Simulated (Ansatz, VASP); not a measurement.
**CdS in VASP and in Ansatz**

```xyz
4
Lattice="3.7950 0.0000 0.0000 -1.8975 3.2866 0.0000 0.0000 0.0000 6.2526" Properties=species:S:1:pos:R:3 pbc="T T T"
Cd    0.0000    2.1910    4.6894
Cd    1.8975    1.0955    1.5631
S     0.0000    0.0000    0.0000
S     0.0000    0.0000    3.1263
```

Alike in both runs: task single point; functional PBE; k mesh 6 × 6 × 4; occupations gaussian, width 0.1 eV; no spin polarisation.

```csv
,VASP,Ansatz
version,VASP 6.6.1,Ansatz 0.2.0
potentials or method,"VASP PAW PBE potentials, release 64 (Cd, S), cutoff 520 eV","scalar-relativistic, plane waves, PAW"
valence electrons in the cell,36,52
```

VASP gave:

* gap on the k mesh at the Fermi level (eV): none
* pressure (GPa): 8.6
* traceless stress, the component that is largest in VASP (GPa): 7.49

Question: Estimate Ansatz's values.

Answer: gap on the k mesh at the Fermi level (eV): none; pressure (GPa): 8.1; traceless stress, the component that is largest in VASP (GPa): 7.54.

A gap of «none» marks a metal or a gap that the smearing closes. The functional is the same, so the differences come from potentials, cutoffs and numerics. VASP's potentials hold 36 valence electrons a cell and Ansatz's 52, so a difference there can come from the potentials and not from the codes.
